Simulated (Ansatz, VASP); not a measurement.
## Na2F: VASP beside Ansatz

```xyz
3
Lattice="3.3492 0.0000 0.0000 -1.6746 2.9005 0.0000 0.0000 0.0000 5.8487" Properties=species:S:1:pos:R:3 pbc="T T T"
Na    0.0000    1.9336    2.6064
Na    0.0000    0.0000   -0.1112
F     1.6746    0.9668    1.2477
```

Alike in both runs: functional PBE; dispersion D3(BJ); k mesh 6 × 6 × 4; occupations gaussian, width 0.1 eV; no spin polarisation.

Ansatz relaxed the structure, and its values are those at the end. VASP's run is a single point on that final structure, the one shown.

|  | VASP | Ansatz |
| --- | --- | --- |
| version | VASP 6.6.1 | Ansatz 0.2.0 |
| potentials or method | VASP PAW PBE potentials, release 64 (Na_pv, F), cutoff 520 eV | scalar-relativistic, plane waves, PAW |
| valence electrons in the cell | 21 | 25 |

```tsv
	VASP	Ansatz	Ansatz less VASP
gap on the k mesh at the Fermi level (eV)	none	none	-
pressure (GPa)	0.0	0.0	+0.07
rms of the force components (eV/Å)	0.009	0.006	-0.0026
```

A gap of «none» marks a metal or a gap that the smearing closes. VASP's potentials hold 21 valence electrons a cell and Ansatz's 25, so a difference there can come from the potentials and not from the codes.

The k mesh is coarse, so the values compare programs but aren't converged.
